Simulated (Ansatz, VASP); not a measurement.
# Two plane-wave programs on Al6TeP2

```
Al Te P
1.0
     7.68075    0.00000    0.00000
    -3.84037    6.65172    0.00000
     0.00000    0.00000    7.77219
Al Te P
6 1 2
Direct
  0.67607 0.00000 0.50000
  0.00000 0.67607 0.50000
  0.32393 0.32393 0.50000
  0.32393 0.00000 0.50000
  0.00000 0.32393 0.50000
  0.67607 0.67607 0.50000
  0.00000 0.00000 0.00000
  0.00000 0.00000 0.33861
  0.00000 0.00000 0.66139
```

Alike in both runs: functional PBE; k mesh 6 × 6 × 6; occupations gaussian, width 0.1 eV; no spin polarisation.

Ansatz relaxed the structure, and its values are those at the end. VASP's run is a single point on that final structure, the one shown.

|  | VASP | Ansatz |
| --- | --- | --- |
| version | VASP 6.6.1 | Ansatz 0.2.0 |
| potentials or method | VASP PAW PBE potentials, release 64 (Al, Te, P), cutoff 520 eV | scalar-relativistic, plane waves, PAW |
| valence electrons in the cell | 34 | 44 |

|  | VASP | Ansatz | Ansatz less VASP |
| --- | --- | --- | --- |
| gap on the k mesh at the Fermi level (eV) | none | none | - |
| pressure (GPa) | 0.0 | 0.0 | +0.02 |
| rms of the force components (eV/Å) | 0.005 | 0.001 | -0.0042 |

A gap of «none» marks a metal or a gap that the smearing closes. With one functional, cell and mesh, what is left measures potentials, basis and numerics. VASP's potentials hold 34 valence electrons a cell and Ansatz's 44, so a difference there can come from the potentials and not from the codes.

Neither program's run includes spin-orbit coupling.
